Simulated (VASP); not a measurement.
Runs of VASP 6.6.1 on Au. The structure is that of space group Fm-3m (No. 225), or close to it. The cells are those of the table. 

```csv
cell,gap on the mesh (eV),pressure (GPa)
"a = 2.934 Å, angles 60.0°, 1 atom",none,1.1
"a = 2.819 Å, angles 60.0°, 1 atom",none,25.7
"a = 2.839 Å, angles 60.0°, 1 atom",none,20.2
"a = 2.859 Å, angles 60.0°, 1 atom",none,15.3
"a = 2.916 Å, angles 60.0°, 1 atom",none,(b)
"a = 2.878 Å, angles 60.0°, 1 atom",none,11.0
"a = 2.897 Å, angles 60.0°, 1 atom",none,(a)
```

Alike in all rows: task single point; level PBE; potentials or basis VASP PAW PBE potentials, release 64 (Au); no spin polarisation; k mesh 10 × 10 × 10; cutoff (eV) 500; smearing methfessel-paxton 0.1 eV.

Task: Estimate the missing entries.

Result: (a) 7.3; (b) 4.1.

Caveats: spin-orbit coupling is left out, which moves the levels of the heavy elements.

A k mesh can miss the band edges, and the runs leave out spin-orbit coupling on Au.

A gap of «none» marks levels without a gap at the run's occupations.
